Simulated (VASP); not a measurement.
# GaAs: phonons with r2SCAN

The system is GaAs.

```xyz
2
Lattice="0.0000 2.8332 2.8332 2.8332 0.0000 2.8332 2.8332 2.8332 0.0000" Properties=species:S:1:pos:R:3 pbc="T T T"
Ga    0.0000    0.0000    0.0000
As    4.2498    4.2498    4.2498
```

```json
{"Program": "VASP 6.6.1", "Task": "phonons", "Functional": "r2SCAN", "Potentials or basis": "VASP PAW PBE potentials, release 64 (Ga_d, As)", "Cutoff": "520 eV", "k mesh": "8 × 8 × 8", "Occupations": "gaussian, width 0.05 eV", "Spin": "no spin polarisation", "Dipole correction": "no", "Further INCAR settings": "ALGO = Normal; EDIFF = 1e-08; NBANDS = 16; IBRION = 6; POTIM = 0.015; NSW = 1"}
```

| Quantity | Value |
| --- | --- |
| Highest phonon frequency at Γ, LO-TO splitting left out | 267 cm⁻¹ |

Phonon frequencies in cm⁻¹ (negative: imaginary):
```
              q point        frequencies
(0.000, 0.000, 0.000)  0 0 0 267 267 267
```

Wall time 20 min on 1 thread of Intel Xeon 8259CL, with other jobs on the host, peak memory 0.27 GiB.
